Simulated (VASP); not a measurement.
**Zn4HO4 (a cell with a defect): single point with PBEsol**

Zn4HO4 (a cell with a defect):

```xyz
9
Lattice="5.5148 0.0000 0.0000 0.0000 5.5148 0.0000 0.0000 0.0000 3.2430" Properties=species:S:1:pos:R:3 pbc="T T T"
Zn    1.0041    1.0041    1.6215
Zn    4.5108    4.5108    1.6215
Zn    3.7615    1.7533    0.0000
Zn    1.7533    3.7615    0.0000
O     4.5111    1.0037    1.6215
O     1.0037    4.5111    1.6215
O     3.7611    3.7611    0.0000
O     1.7537    1.7537    0.0000
H     5.5150   -1.2022    0.6486
```

```json
{
 "Program": "VASP 6.6.1",
 "Task": "single point",
 "Functional": "PBEsol",
 "Potentials or basis": "VASP PAW PBE potentials, release 64 (Zn, O, H)",
 "Cutoff": "520 eV",
 "k mesh": "4 × 4 × 8",
 "Occupations": "gaussian, width 0.05 eV",
 "Spin": "no spin polarisation",
 "Dipole correction": "no",
 "Further INCAR settings": "ALGO = Normal; EDIFF = 1e-06; NBANDS = 46"
}
```

The pressure is 10.0 GPa and the largest force is 4.331 eV/Å.

Forces in eV/Å, atoms in the order of the input:
```
Zn   0.000  0.453  0.036
Zn  -3.208  0.554  2.856
Zn   0.007 -0.163 -0.004
Zn   0.705 -0.641 -0.238
O   -0.015  0.015  0.075
O    0.911  0.294  0.403
O   -0.798 -0.098 -0.570
O    0.027  0.043  0.036
H    2.371 -0.458 -2.594
```

Stress tensor (GPa, compression positive):
```
13.23 -0.87 -3.17
-0.87  5.12  2.13
-3.17  2.13 11.72
```

Levels at points of the mesh, in eV from the Fermi level:
| k point | band 32 | band 33 | band 34 | band 35 | band 36 | band 37 | band 38 | band 39 | band 40 | band 41 |
| --- | --- | --- | --- | --- | --- | --- | --- | --- | --- | --- |
| (0.00, 0.00, 0.00) | -3.44 | -3.16 | -2.72 | -2.62 | -2.49 | -2.43 | 1.11 | 2.58 | 3.73 | 4.51 |
| (0.50, 0.00, 0.00) | -4.07 | -3.14 | -3.00 | -2.95 | -2.86 | -0.57 | 0.57 | 2.15 | 3.37 | 5.07 |
| (0.00, 0.50, 0.00) | -3.85 | -3.52 | -3.32 | -2.75 | -2.64 | -0.96 | 0.71 | 2.78 | 3.48 | 4.26 |
| (0.50, 0.50, 0.00) | -3.88 | -3.33 | -3.26 | -3.22 | -3.19 | -0.42 | 1.65 | 1.96 | 2.08 | 4.62 |
| (0.00, 0.00, 0.50) | -4.52 | -4.41 | -4.27 | -3.83 | -3.78 | 1.01 | 3.17 | 3.75 | 5.05 | 5.30 |
| (0.50, 0.00, 0.50) | -4.41 | -4.33 | -4.08 | -3.57 | -3.49 | 0.25 | 3.20 | 3.57 | 4.13 | 4.76 |
| (0.00, 0.50, 0.50) | -4.47 | -4.12 | -3.98 | -3.62 | -3.53 | 0.88 | 3.25 | 3.80 | 4.02 | 4.36 |
| (0.50, 0.50, 0.50) | -4.01 | -3.95 | -3.92 | -3.69 | -3.65 | 0.08 | 2.75 | 2.98 | 3.31 | 4.75 |

Wall time 4.6 min on 1 thread of Intel(R) Xeon(R) Platinum 8488C (Sapphire Rapids), with other jobs on the host, peak memory 0.35 GiB.

Caveat: the PAW data sets were made with another functional, which shifts forces and pressure a little; an odd number of electrons without spin polarisation forces a metal; a magnetic or distorted state may lie lower.
